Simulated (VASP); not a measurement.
# Si (a cell with a defect) in VASP: single point with PBEsol

Aim: the single point of Si (a cell with a defect) with PBEsol.

Program: VASP 6.6.1. These are calculated values, not measurements. Logs are shortened: lines on timing, memory, paths and dates and some standing lists are left out, and cuts for length are marked.

### Step 1. The cell of the first run

The cell holds a defect, 17 atoms: a = 7.679 Å, b = 7.679 Å, c = 7.679 Å, α = 60.00°, β = 60.00°, γ = 60.00°.

### Step 2. Single point, PBEsol

Contents of INCAR:

```
PREC = Accurate
ENCUT = 520
EDIFF = 1E-7
ISMEAR = 0
SIGMA = 0.02
LREAL = Auto
LASPH = T
NELM = 100
ALGO = Normal
ISIF = 2
LWAVE = F
LCHARG = F
GGA = PS
NBANDS = 48
```

Contents of KPOINTS:

```
Automatic mesh
0
Gamma
  2 2 2
```

Contents of POSCAR:

```
Si
1.0
    0.0000000000      5.4300000000      5.4300000000
    5.4300000000      0.0000000000      5.4300000000
    5.4300000000      5.4300000000      0.0000000000
Si
17
Direct
   -0.0225253223     -0.0227991713     -0.0229341621
    0.1043284530      0.1042341621      0.1037210866
    0.0095519337      0.0098745856      0.4717889503
    0.1272793738      0.1272887661      0.6082924494
    0.0084118785      0.4726043278      0.0102120626
    0.1273956722      0.6084483425      0.1272400552
    0.0164920810      0.4975206262      0.4975574586
    0.1526108656      0.6148127072      0.6158530387
    0.4727395948      0.0085913444      0.0101023941
    0.6087893186      0.1273539595      0.1271686924
    0.4975514733      0.0165894107      0.4974667587
    0.6147746777      0.1523181400      0.6162976980
    0.4976908840      0.4976678637      0.0160164825
    0.6152297422      0.6160207182      0.1519978821
    0.5207475138      0.5206193370      0.5205447514
    0.6475728361      0.6476673112      0.6472034070
    0.8137473297      0.8130233886      0.8110825046
```

Potentials or basis: VASP PAW PBE potentials, release 64 (Si).

Started as:

```console
cat potpaw_PBE.64/Si/POTCAR > POTCAR
mpirun -np 1 vasp_std > vasp.out
```

OUTCAR:

```text
PREC = Accurate
   ENCUT = 520
   EDIFF = 1E-7
   ISMEAR = 0
   LREAL = Auto
   LASPH = T
   NELM = 100
   ISIF = 2
   GGA = PS

 ion  position               nearest neighbor table
   1  0.977  0.977  0.977-  10 2.34   4 2.34   6 2.34   2 2.39  17 3.10
   2  0.104  0.104  0.104-   3 2.34   5 2.34   9 2.34   1 2.39
   3  0.010  0.010  0.472-   4 2.33   2 2.34  17 2.40  12 2.48   8 2.48
   4  0.127  0.127  0.608-   7 2.33  11 2.33   3 2.33   1 2.34
   5  0.008  0.473  0.010-   6 2.33   2 2.34  17 2.41  14 2.47   8 2.48
   6  0.127  0.608  0.127-  13 2.33   7 2.33   5 2.33   1 2.34
   7  0.016  0.498  0.498-   4 2.33   6 2.33   8 2.33  16 2.34
   8  0.153  0.615  0.616-   7 2.33  15 2.34  17 2.40   5 2.48   3 2.48
   9  0.473  0.009  0.010-  10 2.33   2 2.34  17 2.41  14 2.47  12 2.47
  10  0.609  0.127  0.127-  13 2.33  11 2.33   9 2.33   1 2.34
  11  0.498  0.017  0.497-  10 2.33   4 2.33  12 2.33  16 2.34
  12  0.615  0.152  0.616-  11 2.33  15 2.34  17 2.40   9 2.47   3 2.48
  13  0.498  0.498  0.016-   6 2.33  10 2.33  14 2.33  16 2.34
  14  0.615  0.616  0.152-  13 2.33  15 2.34  17 2.41   9 2.47   5 2.47
  15  0.521  0.521  0.521-   8 2.34  12 2.34  14 2.34  16 2.39
  16  0.648  0.648  0.647-  13 2.34  11 2.34   7 2.34  15 2.39  17 3.11
  17  0.814  0.813  0.811-   3 2.40   8 2.40  12 2.40   5 2.41   9 2.41  14 2.41   1 3.10  16 3.11

  LATTYP: Found a face centered cubic cell.
 ALAT       =    10.8600000000

  Lattice vectors:

 A1 = (   0.0000000000,   5.4300000000,   5.4300000000)
 A2 = (   5.4300000000,   0.0000000000,   5.4300000000)
 A3 = (   5.4300000000,   5.4300000000,   0.0000000000)

Analysis of symmetry for initial positions (statically):
=====================================================================
 Subroutine PRICEL returns:
 Original cell was already a primitive cell.

 Routine SETGRP: Setting up the symmetry group for a
 face centered cubic supercell.

 Subroutine GETGRP returns: Found  1 space group operations
 (whereof  1 operations were pure point group operations)
 out of a pool of 48 trial point group operations.

The static configuration has the point symmetry C_1 .

Analysis of symmetry for dynamics (positions and initial velocities):
=====================================================================
 Subroutine PRICEL returns:
 Original cell was already a primitive cell.

 Routine SETGRP: Setting up the symmetry group for a
 face centered cubic supercell.

 Subroutine GETGRP returns: Found  1 space group operations
 (whereof  1 operations were pure point group operations)
[... 121 lines left out ...]
   ISIF   =      2    stress and relaxation
   ISYM   =      2    0-nonsym 1-usesym 2-fastsym
   POTIM  = 0.5000    time-step for ionic-motion
   TEBEG  =    0.0;   TEEND  =   0.0 temperature during run
   PSTRESS=    0.0 pullay stress
   NELECT =      68.0000    total number of electrons
   NUPDOWN=      -1.0000    fix difference up-down
   EMIN   =  10.00;   EMAX   =-10.00  energy-range for DOS
   EFERMI =   0.00;   METHOD = LEGACY
   ISMEAR =     0;   SIGMA  =   0.02  broadening in eV -4-tet -1-fermi 0-gaus
   EFERMI_NEDOS =   21; number of points for ismear=-14 and -15
   IALGO  =     38    algorithm
   IMIX   =      4    mixing-type and parameters
     AMIX     =   0.40;   BMIX     =  1.00
     AMIX_MAG =   1.60;   BMIX_MAG =  1.00
  volume/ion in A,a.u.               =      18.84       127.11
  Fermi-wavevector in a.u.,A,eV,Ry     =   0.976715  1.845724 12.979587  0.953973
  Thomas-Fermi vector in A             =   2.107356
   LORBIT       =      0    0 simple, 1 ext, 2 COOP (PROOUT), +10 PAW based schemes
   GGA     = PS    functional components
   LHFCALC =     F    Hartree Fock is set to
   AEXX    =    0.0000 exact exchange contribution
   IVDW    =     0    specifies the selected vdW correction
   LEPSILON=     F    determine dielectric tensor
   LRPA    =     F    only Hartree local field effects (RPA)
 non-spin polarized calculation
 Gauss-broadening in eV      SIGMA  =   0.02
  energy-cutoff  :      520.00
  volume of cell :      320.21
 maximum number of plane-waves:      8646
 NGX is ok and might be reduce to    60
   NGX = 29   NGY = 29   NGZ = 29

 number of electron      68.0000000 magnetization

 Free energy of the ion-electron system (eV)
  ---------------------------------------------------
  ext. energy  EPLUGINS =         0.00000000
  ---------------------------------------------------
  free energy    TOTEN  =       -93.62858377 eV

  energy without entropy =      -93.62858306  energy(sigma->0) =      -93.62858341

 E-fermi :   6.5556     XC(G=0):  -9.8257

 val. band max:        6.4979583284   @ k =   0.5000   0.5000   0.5000
 cond. band min:       6.6137699844   @ k =   0.0000   0.0000   0.0000
 fundamental gap:      0.1158116560
 Fermi energy:         6.5555656262

 k-point     1 :       0.0000    0.0000    0.0000
  band No.  band energies     occupation
      1      -6.2752      2.00000
      2      -3.9076      2.00000
      3      -3.6866      2.00000
      4      -3.6847      2.00000
      5      -3.3972      2.00000
      6      -2.5648      2.00000
[... 381 lines left out ...]
     45      10.2451      0.00000
     46      10.3425      0.00000
 [bands above 46 left out]

------------------------ aborting loop because EDIFF is reached ----------------------------------------

  FORCE on cell =-STRESS in cart. coord.  units (eV):
  Direction    XX          YY          ZZ          XY          YZ          ZX
  --------------------------------------------------------------------------------------
  -------------------------------------------------------------------------------------
  Total        5.0669180      5.0936627      5.0611948     -0.7724347     -0.7572146     -0.7297409
  in kB       25.3527443     25.4865635     25.3241078     -3.8649412     -3.7887858     -3.6513189
  external PRESSURE =      25.3878052 kB  Pullay stress =       0.0000000 kB

 VOLUME and BASIS-vectors are now :
 -----------------------------------------------------------------------------
  energy-cutoff  :      520.00
  volume of cell :      320.21
      direct lattice vectors                 reciprocal lattice vectors
     0.000000000  5.430000000  5.430000000    -0.092081031  0.092081031  0.092081031
     5.430000000  0.000000000  5.430000000     0.092081031 -0.092081031  0.092081031
     5.430000000  5.430000000  0.000000000     0.092081031  0.092081031 -0.092081031

 POSITION                                       TOTAL-FORCE (eV/Angst)
 -----------------------------------------------------------------------------------
     10.61167     10.61315     10.61389        -0.000961     -0.001470     -0.004269
      1.12920      1.12971      1.13249         0.005316      0.005819      0.007985
      2.61543      2.61368      0.10549        -0.025685     -0.021104     -0.002324
      3.99421      3.99415      1.38230         0.009758      0.012623     -0.017737
      2.62169      0.10113      2.61192        -0.035734      0.010093     -0.007395
      3.99479      1.38267      3.99563         0.010376     -0.022978      0.008133
[... 9 lines left out ...]
      7.03115      7.03064      7.03315         0.000500      0.001092      0.002024
      8.81890      8.82283      8.83337         0.033231      0.011964     -0.045530
 -----------------------------------------------------------------------------------
    total drift:                               -0.002968     -0.004892      0.001716

  FREE ENERGIE OF THE ION-ELECTRON SYSTEM (eV)
  ---------------------------------------------------
  free  energy   TOTEN  =       -93.6285837688 eV

  energy  without entropy=      -93.6285830573  energy(sigma->0) =      -93.62858341
```

OSZICAR:

```text
N       E                     dE             d eps       ncg     rms          rms(c)
DAV:   1     0.155509129933E+03    0.15551E+03   -0.25984E+04   768   0.117E+03
DAV:   2    -0.807095430693E+02   -0.23622E+03   -0.22420E+03   944   0.171E+02
DAV:   3    -0.952507158872E+02   -0.14541E+02   -0.14127E+02  1000   0.369E+01
DAV:   4    -0.955570149677E+02   -0.30630E+00   -0.30512E+00   952   0.658E+00
DAV:   5    -0.955644504646E+02   -0.74355E-02   -0.74323E-02   952   0.971E-01    0.148E+01
DAV:   6    -0.941498083411E+02    0.14146E+01   -0.12645E+00   920   0.342E+00    0.881E+00
DAV:   7    -0.936272394746E+02    0.52257E+00   -0.12134E+00   936   0.321E+00    0.121E+00
DAV:   8    -0.936287092966E+02   -0.14698E-02   -0.71800E-02   904   0.964E-01    0.496E-01
DAV:   9    -0.936282737319E+02    0.43556E-03   -0.59838E-03   912   0.268E-01    0.206E-01
DAV:  10    -0.936285194773E+02   -0.24575E-03   -0.90496E-04   920   0.998E-02    0.869E-02
DAV:  11    -0.936285776348E+02   -0.58157E-04   -0.12399E-04   928   0.424E-02    0.313E-02
DAV:  12    -0.936285832333E+02   -0.55985E-05   -0.12681E-05   896   0.131E-02    0.720E-03
DAV:  13    -0.936285836385E+02   -0.40513E-06   -0.22112E-06   976   0.506E-03    0.266E-03
DAV:  14    -0.936285838274E+02   -0.18896E-06   -0.35971E-07   832   0.212E-03    0.765E-04
DAV:  15    -0.936285837688E+02    0.58595E-07   -0.23864E-08   576   0.637E-04
   1 F= -.93628584E+02 E0= -.93628583E+02  d E =-.711481E-06
```

stdout:

```text
POSCAR found type information on POSCAR Si
 POSCAR found :  1 types and      17 ions
 scaLAPACK will be used
 -----------------------------------------------------------------------------
|                                                                             |
|                                                                             |
|     You enforced a specific xc type in the INCAR file but a different       |
|     I HOPE YOU KNOW WHAT YOU ARE DOING!                                     |
|                                                                             |
 -----------------------------------------------------------------------------

 LDA part: xc-table for (Slater+PW92), standard interpolation
 POSCAR, INCAR and KPOINTS ok, starting setup
 FFT: planning ... GRIDC
 FFT: planning ... GRID_SOFT
 FFT: planning ... GRID
 WAVECAR not read
 entering main loop
```

Run time: 96 s. Hardware: 1 thread of Intel Xeon 6975P-C (Granite Rapids), shared host; peak memory 0.46 GiB.

What came out:

```yaml
Free_energy: -93.6286 eV
Pressure: 2.5 GPa
Largest_force: 0.058 eV/Å
Band_gap_on_the_k_mesh: 0.12 eV
```

Forces in eV/Å, atoms in the order of the input:
```
Si  -0.001 -0.001 -0.004
Si   0.005  0.006  0.008
Si  -0.026 -0.021 -0.002
Si   0.010  0.013 -0.018
Si  -0.036  0.010 -0.007
Si   0.010 -0.023  0.008
Si   0.027 -0.017 -0.012
Si   0.000  0.014  0.027
Si   0.007 -0.037 -0.002
Si  -0.022  0.008  0.007
Si  -0.014  0.029 -0.014
Si   0.012 -0.007  0.032
Si  -0.011 -0.011  0.026
Si   0.008  0.027 -0.006
Si  -0.005 -0.003  0.001
Si   0.001  0.001  0.002
Si   0.033  0.012 -0.046
```

Caveat: the k points lie up to 0.50 Å⁻¹ apart; the PAW data sets were made with another functional, which shifts forces and pressure a little.
